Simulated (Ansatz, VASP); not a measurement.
Sr4ZrPt in VASP and in Ansatz

```
CELL_PARAMETERS angstrom
0.00000 4.73951 4.73951
4.73951 0.00000 4.73951
4.73951 4.73951 0.00000
ATOMIC_POSITIONS crystal
Sr 0.37522 0.87435 0.37522
Sr 0.37522 0.37522 0.87435
Sr 0.37522 0.37522 0.37522
Sr 0.87435 0.37522 0.37522
Zr 0.00000 0.00000 0.00000
Pt 0.75000 0.75000 0.75000
```

Alike in both runs: functional PBE; k mesh 4 × 4 × 4; occupations gaussian, width 0.1 eV; no spin polarisation.

Ansatz relaxed the structure, and its values are those at the end. VASP's run is a single point on that final structure, the one shown.

```csv
,VASP,Ansatz
version,VASP 6.6.1,Ansatz 0.2.0
potentials or method,"VASP PAW PBE potentials, release 64 (Sr_sv, Zr_sv, Pt), cutoff 520 eV","scalar-relativistic, plane waves, PAW"
valence electrons in the cell,62,70
```

```csv
,VASP,Ansatz,Ansatz less VASP
gap on the k mesh at the Fermi level (eV),none,none,-
pressure (GPa),0.5,0.4,-0.06
```

A gap of «none» marks a metal or a gap that the smearing closes. The functional is the same, so the differences come from potentials, cutoffs and numerics. VASP's potentials hold 62 valence electrons a cell and Ansatz's 70, so a difference there can come from the potentials and not from the codes.

Spin-orbit coupling is off throughout.
